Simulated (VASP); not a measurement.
# AlN (Fm-3m) in VASP: a series of runs

Runs on AlN. Level: PBE. Tasks: single point.

All numbers are computed with VASP 6.6.1; they aren't measurements. Logs are shortened: lines on timing, memory, paths and dates and some standing lists are left out, and cuts for length are marked.

## Step 1: The cell of the first run

It takes space group Fm-3m (No. 225, cubic). The conventional cell has a = 3.923 Å, b = 3.923 Å, c = 3.923 Å, α = 90.00°, β = 90.00°, γ = 90.00°. Al (site symmetry m-3m) has 6 N at 1.96 Å within 2.6 Å. N (site symmetry m-3m) has 6 Al at 1.96 Å within 2.6 Å.

## Step 2: Single point, PBE (volume scaled by 0.975)

INCAR reads:

```
SYSTEM = AlN
PREC = Accurate ; ENCUT = 600
EDIFF = 1E-6 ; ISMEAR = -1
SIGMA = 0.02 ; LREAL = .False.
LASPH = .True. ; NELM = 120
ALGO = Normal ; ISIF = 2
LWAVE = .False. ; LCHARG = .False.
GGA = PE ; NBANDS = 11
GGA_COMPAT = .False.
```

KPOINTS reads:

```
Automatic mesh
0
Gamma
  10 10 10
  0 0 0
```

POSCAR reads:

```
AlN
1.0
    0.0000000000      1.9613773654      1.9613773654
    1.9613773654      0.0000000000      1.9613773654
    1.9613773654      1.9613773654      0.0000000000
Al N
1 1
Direct
    0.0000000000      0.0000000000      0.0000000000
    0.5000000000      0.5000000000      0.5000000000
```

Potentials or basis: VASP PAW PBE potentials, release 64 (Al, N).

Started as:

```console
> cat potpaw_PBE.64/Al/POTCAR potpaw_PBE.64/N/POTCAR > POTCAR
> mpirun -np 1 vasp_std > vasp.out
```

OUTCAR:

```text
SYSTEM = AlN
   PREC = Accurate
   ENCUT = 600
   EDIFF = 1E-6
   ISMEAR = -1
   LREAL = .False.
   LASPH = .True.
   NELM = 120
   ISIF = 2
   GGA = PE

 ion  position               nearest neighbor table
   1  0.000  0.000  0.000-   2 1.96   2 1.96   2 1.96   2 1.96   2 1.96   2 1.96
   2  0.500  0.500  0.500-   1 1.96   1 1.96   1 1.96   1 1.96   1 1.96   1 1.96

  LATTYP: Found a face centered cubic cell.
 ALAT       =     3.9227547308

  Lattice vectors:

 A1 = (   0.0000000000,   1.9613773654,   1.9613773654)
 A2 = (   1.9613773654,   0.0000000000,   1.9613773654)
 A3 = (   1.9613773654,   1.9613773654,   0.0000000000)

Analysis of symmetry for initial positions (statically):
=====================================================================
 Subroutine PRICEL returns:
 Original cell was already a primitive cell.

 Routine SETGRP: Setting up the symmetry group for a
 face centered cubic supercell.

 Subroutine GETGRP returns: Found 48 space group operations
[... 9 lines left out ...]

 Routine SETGRP: Setting up the symmetry group for a
 face centered cubic supercell.

 Subroutine GETGRP returns: Found 48 space group operations
[... 11 lines left out ...]
                                     Primitive cell

  volume of cell :      15.0908

  direct lattice vectors                    reciprocal lattice vectors
     0.000000000  1.961377365  1.961377365    -0.254922897  0.254922897  0.254922897
     1.961377365  0.000000000  1.961377365     0.254922897 -0.254922897  0.254922897
     1.961377365  1.961377365  0.000000000     0.254922897  0.254922897 -0.254922897

  length of vectors
     2.773806471  2.773806471  2.773806471     0.441539410  0.441539410  0.441539410

  position of ions in fractional coordinates (direct lattice)
     0.000000000  0.000000000  0.000000000
     0.500000000  0.500000000  0.500000000

  ion indices of the primitive-cell ions
   primitive index   ion index
                 1           1
                 2           2

----------------------------------------------------------------------------------------

 KPOINTS: Automatic mesh

Automatic generation of k-mesh.
 Grid dimensions read from file:
 generate k-points for:   10   10   10

 Generating k-lattice:

  Cartesian coordinates                     Fractional coordinates (reciprocal lattice)
    -0.025492290  0.025492290  0.025492290     0.100000000  0.000000000  0.000000000
     0.025492290 -0.025492290  0.025492290     0.000000000  0.100000000  0.000000000
     0.025492290  0.025492290 -0.025492290     0.000000000  0.000000000  0.100000000

  Length of vectors
     0.044153941  0.044153941  0.044153941

  Shift w.r.t. Gamma in fractional coordinates (k-lattice)
     0.000000000  0.000000000  0.000000000

 Subroutine IBZKPT returns following result:
 ===========================================

 Found     47 irreducible k-points:

 Following reciprocal coordinates:
            Coordinates               Weight
  0.000000  0.000000  0.000000      1.000000
  0.100000  0.000000  0.000000      8.000000
  0.200000  0.000000  0.000000      8.000000
  0.300000  0.000000  0.000000      8.000000
  0.400000  0.000000  0.000000      8.000000
  0.500000  0.000000  0.000000      4.000000
[... 16 lines left out ...]
  0.300000  0.300000  0.000000      6.000000
  0.400000  0.300000  0.000000     24.000000
 [... further k-points ...]
   k-points           NKPTS =     47   k-points in BZ     NKDIM =     47   number of bands    NBANDS=     11
   number of dos      NEDOS =    301   number of ions     NIONS =      2
   total plane-waves  NPLWV =  13824
   dimension x,y,z NGX =    24 NGY =   24 NGZ =   24
   dimension x,y,z NGXF=    48 NGYF=   48 NGZF=   48
   ions per type =               1   1
   NGX,Y,Z   is equivalent  to a cutoff of  14.38, 14.38, 14.38 a.u.
   NGXF,Y,Z  is equivalent  to a cutoff of  28.77, 28.77, 28.77 a.u.
 SYSTEM =  AlN
   PREC   = accura    normal or accurate (medium, high low for compatibility)
   ISTART =      0    job   : 0-new  1-cont  2-samecut
   ICHARG =      2    charge: 1-file 2-atom 10-const
   ISPIN  =      1    spin polarized calculation?
   LNONCOLLINEAR =      F non collinear calculations
   LSORBIT =      F    spin-orbit coupling
   LASPH  =      T    aspherical Exc in radial PAW
   ENCUT  =  600.0 eV  44.10 Ry    6.64 a.u.   5.54  5.54  5.54*2*pi/ulx,y,z
   NELM   =    120;   NELMIN=  2; NELMDL= -5     # of ELM steps
   EDIFF  = 0.1E-05   stopping-criterion for ELM
   LREAL  =      F    real-space projection
   EDIFFG = 0.1E-04   stopping-criterion for IOM
   NSW    =      0    number of steps for IOM
   IBRION =     -1    ionic relax: 0-MD 1-quasi-New 2-CG
   NFREE  =      0    steps in history (QN), initial steepest desc. (CG)
   ISIF   =      2    stress and relaxation
   ISYM   =      2    0-nonsym 1-usesym 2-fastsym
   POTIM  = 0.5000    time-step for ionic-motion
   TEBEG  =    0.0;   TEEND  =   0.0 temperature during run
   PSTRESS=    0.0 pullay stress
   NELECT =       8.0000    total number of electrons
   NUPDOWN=      -1.0000    fix difference up-down
   EMIN   =  10.00;   EMAX   =-10.00  energy-range for DOS
   EFERMI =   0.00;   METHOD = LEGACY
   ISMEAR =    -1;   SIGMA  =   0.02  broadening in eV -4-tet -1-fermi 0-gaus
   EFERMI_NEDOS =   21; number of points for ismear=-14 and -15
   IALGO  =     38    algorithm
   IMIX   =      4    mixing-type and parameters
     AMIX     =   0.40;   BMIX     =  1.00
     AMIX_MAG =   1.60;   BMIX_MAG =  1.00
  volume/ion in A,a.u.               =       7.55        50.92
  Fermi-wavevector in a.u.,A,eV,Ry     =   1.324953  2.503797 23.885019  1.755499
  Thomas-Fermi vector in A             =   2.454449
   LORBIT       =      0    0 simple, 1 ext, 2 COOP (PROOUT), +10 PAW based schemes
   GGA     = PE    functional components
   LHFCALC =     F    Hartree Fock is set to
   AEXX    =    0.0000 exact exchange contribution
   IVDW    =     0    specifies the selected vdW correction
   LEPSILON=     F    determine dielectric tensor
   LRPA    =     F    only Hartree local field effects (RPA)
 non-spin polarized calculation
  energy-cutoff  :      600.00
  volume of cell :       15.09
 maximum number of plane-waves:       531
 NGX is ok and might be reduce to    24
   NGX = 11   NGY = 11   NGZ = 11

 number of electron       8.0000000 magnetization

 Free energy of the ion-electron system (eV)
  ---------------------------------------------------
  ext. energy  EPLUGINS =         0.00000000
  ---------------------------------------------------
  free energy    TOTEN  =       -14.37398933 eV

  energy without entropy =      -14.37398933  energy(sigma->0) =      -14.37398933

 E-fermi :  11.6087     XC(G=0): -12.7174

 val. band max:       11.1867127979   @ k =   0.0000   0.0000   0.0000
 cond. band min:      16.3212252576   @ k =   0.5000   0.5000   0.0000
 fundamental gap:      5.1345124596
 Fermi energy:        11.6086716017

 k-point     1 :       0.0000    0.0000    0.0000
  band No.  band energies     occupation
      1      -7.2207      2.00000
      2      11.1867      2.00000
      3      11.1867      2.00000
      4      11.1867      2.00000
      5      18.2378      0.00000
      6      23.6426      0.00000
      7      23.6426      0.00000
      8      23.6426      0.00000
      9      29.0359      0.00000
     10      29.6530      0.00000
     11      29.6530      0.00000

 k-point     2 :       0.1000    0.0000    0.0000
  band No.  band energies     occupation
      1      -6.9973      2.00000
      2      10.1562      2.00000
      3      11.0429      2.00000
      4      11.0429      2.00000
      5      18.7994      0.00000
      6      22.7530      0.00000
      7      23.9901      0.00000
      8      23.9901      0.00000
      9      28.3152      0.00000
     10      28.3152      0.00000
     11      30.5569      0.00000

 k-point     3 :       0.2000    0.0000    0.0000
  band No.  band energies     occupation
      1      -6.3457      2.00000
      2       7.8990      2.00000
      3      10.6955      2.00000
      4      10.6955      2.00000
      5      19.1279      0.00000
      6      22.5792      0.00000
      7      24.3768      0.00000
      8      24.3768      0.00000
      9      27.6360      0.00000
     10      27.6360      0.00000
     11      30.1963      0.00000

 k-point     4 :       0.3000    0.0000    0.0000
  band No.  band energies     occupation
      1      -5.3388      2.00000
      2       5.3892      2.00000
      3      10.3126      2.00000
      4      10.3126      2.00000
      5      18.5565      0.00000
      6      23.8078      0.00000
      7      23.8078      0.00000
      8      23.9287      0.00000
      9      29.1064      0.00000
     10      29.1064      0.00000
     11      29.2686      0.00000

 k-point     5 :       0.4000    0.0000    0.0000
  band No.  band energies     occupation
      1      -4.1974      2.00000
      2       3.2416      2.00000
      3      10.0321      2.00000
      4      10.0321      2.00000
      5      18.0758      0.00000
      6      23.1757      0.00000
      7      23.1757      0.00000
      8      25.3021      0.00000
      9      28.5829      0.00000
     10      31.4771      0.00000
     11      31.4771      0.00000

 k-point     6 :       0.5000    0.0000    0.0000
  band No.  band energies     occupation
      1      -3.5856      2.00000
      2       2.2800      2.00000
      3       9.9307      2.00000
      4       9.9307      2.00000
      5      17.9121      0.00000
      6      22.9421      0.00000
      7      22.9421      0.00000
      8      25.8580      0.00000
      9      28.3529      0.00000
     10      32.9219      0.00000
     11      32.9219      0.00000

 k-point     7 :       0.1000    0.1000    0.0000
  band No.  band energies     occupation
      1      -6.9234      2.00000
      2      10.2607      2.00000
      3      10.7783      2.00000
      4      10.7783      2.00000
      5      19.0653      0.00000
      6      21.9827      0.00000
      7      24.3835      0.00000
      8      24.3835      0.00000
      9      26.6216      0.00000
     10      29.9972      0.00000
     11      31.4704      0.00000

 k-point     8 :       0.2000    0.1000    0.0000
  band No.  band energies     occupation
      1      -6.4157      2.00000
      2       8.5846      2.00000
      3      10.3594      2.00000
      4      10.4981      2.00000
      5      19.7249      0.00000
      6      21.2398      0.00000
      7      24.3770      0.00000
      8      25.0356      0.00000
      9      25.9396      0.00000
     10      29.5043      0.00000
     11      31.7456      0.00000
[... 141 lines left out ...]
 k-point    19 :       0.5000    0.2000    0.0000
  band No.  band energies     occupation
      1      -3.3511      2.00000
      2       3.4138      2.00000
      3       7.6483      2.00000
      4       9.2119      2.00000
      5      18.8790      0.00000
      6      21.6007      0.00000
      7      23.9947      0.00000
      8      25.0646      0.00000
      9      29.5272      0.00000
     10      33.5888      0.00000
     11      34.0202      0.00000

 k-point    20 :      -0.4000    0.2000    0.0000
  band No.  band energies     occupation
      1      -3.1726      2.00000
      2       3.1917      2.00000
      3       7.1935      2.00000
      4       9.4576      2.00000
      5      19.3116      0.00000
      6      21.6403      0.00000
      7      24.5663      0.00000
      8      24.6759      0.00000
      9      30.3384      0.00000
     10      31.7404      0.00000
     11      33.4251      0.00000

 k-point    21 :      -0.3000    0.2000    0.0000
  band No.  band energies     occupation
      1      -3.9686      2.00000
      2       4.4293      2.00000
      3       7.1838      2.00000
      4       9.8867      2.00000
      5      20.0976      0.00000
      6      21.8576      0.00000
      7      23.6753      0.00000
      8      24.4636      0.00000
      9      28.8693      0.00000
     10      31.5354      0.00000
     11      33.4919      0.00000

 k-point    22 :      -0.2000    0.2000    0.0000
  band No.  band energies     occupation
      1      -5.0135      2.00000
      2       6.0083      2.00000
      3       7.9453      2.00000
      4      10.3679      2.00000
      5      20.7959      0.00000
      6      21.5969      0.00000
      7      23.1285      0.00000
      8      24.6964      0.00000
      9      26.6975      0.00000
     10      31.2958      0.00000
     11      33.2559      0.00000

 k-point    23 :       0.3000    0.3000    0.0000
  band No.  band energies     occupation
      1      -4.7480      2.00000
      2       6.1073      2.00000
      3       8.9768      2.00000
      4       8.9768      2.00000
      5      17.8119      0.00000
      6      19.0732      0.00000
      7      24.0543      0.00000
      8      27.9392      0.00000
      9      27.9392      0.00000
     10      32.5908      0.00000
     11      36.7608      0.00000

 k-point    24 :       0.4000    0.3000    0.0000
  band No.  band energies     occupation
      1      -3.9002      2.00000
      2       4.9588      2.00000
      3       8.1315      2.00000
      4       8.6960      2.00000
      5      17.6640      0.00000
      6      18.7096      0.00000
      7      24.4782      0.00000
      8      27.9553      0.00000
      9      28.8423      0.00000
     10      34.0510      0.00000
     11      37.4016      0.00000

 [... further k-points ...]
[... 5 lines left out ...]
  --------------------------------------------------------------------------------------
  -------------------------------------------------------------------------------------
  Total        3.2336021      3.2336021      3.2336021     -0.0000000      0.0000000     -0.0000000
  in kB      343.3078108    343.3078108    343.3078108     -0.0000000      0.0000000     -0.0000000
  external PRESSURE =     343.3078108 kB  Pullay stress =       0.0000000 kB

 VOLUME and BASIS-vectors are now :
 -----------------------------------------------------------------------------
  energy-cutoff  :      600.00
  volume of cell :       15.09
      direct lattice vectors                 reciprocal lattice vectors
     0.000000000  1.961377365  1.961377365    -0.254922897  0.254922897  0.254922897
     1.961377365  0.000000000  1.961377365     0.254922897 -0.254922897  0.254922897
     1.961377365  1.961377365  0.000000000     0.254922897  0.254922897 -0.254922897

 POSITION                                       TOTAL-FORCE (eV/Angst)
 -----------------------------------------------------------------------------------
      0.00000      0.00000      0.00000         0.000000      0.000000     -0.000000
      1.96138      1.96138      1.96138        -0.000000     -0.000000      0.000000
 -----------------------------------------------------------------------------------
    total drift:                               -0.000000     -0.000000      0.000000

  FREE ENERGIE OF THE ION-ELECTRON SYSTEM (eV)
  ---------------------------------------------------
  free  energy   TOTEN  =       -14.3739893269 eV

  energy  without entropy=      -14.3739893269  energy(sigma->0) =      -14.37398933
```

Run time: 4.4 s. Hardware: 1 thread of Intel Xeon 6975P-C (Granite Rapids), shared host; peak memory 0.13 GiB.

What came out:

| Quantity | Value |
| --- | --- |
| Free energy | -14.3740 eV |
| Pressure | 34.3 GPa |
| Band gap on the k mesh | 5.13 eV, indirect (least direct gap 7.05 eV) |

 A k mesh can miss the band edges.

[end of part 1 of 2]
